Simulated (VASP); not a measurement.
Runs of VASP 6.6.1 on AlCu3. The structure is that of space group Fm-3m (No. 225), or close to it. The cells are those of the table. 

```csv
cell,k mesh,gap on the mesh (eV),pressure (GPa)
"a = 4.168 Å, angles 60.0°, 4 atoms",12 × 12 × 12,none,-7.4
"a = 3.962 Å, angles 60.0°, 4 atoms",12 × 12 × 12,none,(a)
"a = 4.088 Å, angles 60.0°, 4 atoms",12 × 12 × 12,none,0.2
"a = 4.047 Å, angles 60.0°, 4 atoms",12 × 12 × 12,none,(b)
"a = 3.917 Å, angles 60.0°, 4 atoms",12 × 12 × 12,none,26.2
"a = 4.084 Å, angles 60.0°, 4 atoms",6 × 6 × 6,none,0.8
"a = 4.129 Å, angles 60.0°, 4 atoms",12 × 12 × 12,none,-3.9
```

Alike in all rows: task single point; level r2SCAN; potentials or basis VASP PAW PBE potentials, release 64 (Al, Cu); no spin polarisation; cutoff (eV) 520; smearing gaussian 0.1 eV.

Task: Estimate the missing entries.

Result: (a) 17.9; (b) 5.0.

Caveats: the PAW data sets were made with another functional, which shifts forces and pressure a little.

A gap of «none» marks levels without a gap at the run's occupations.
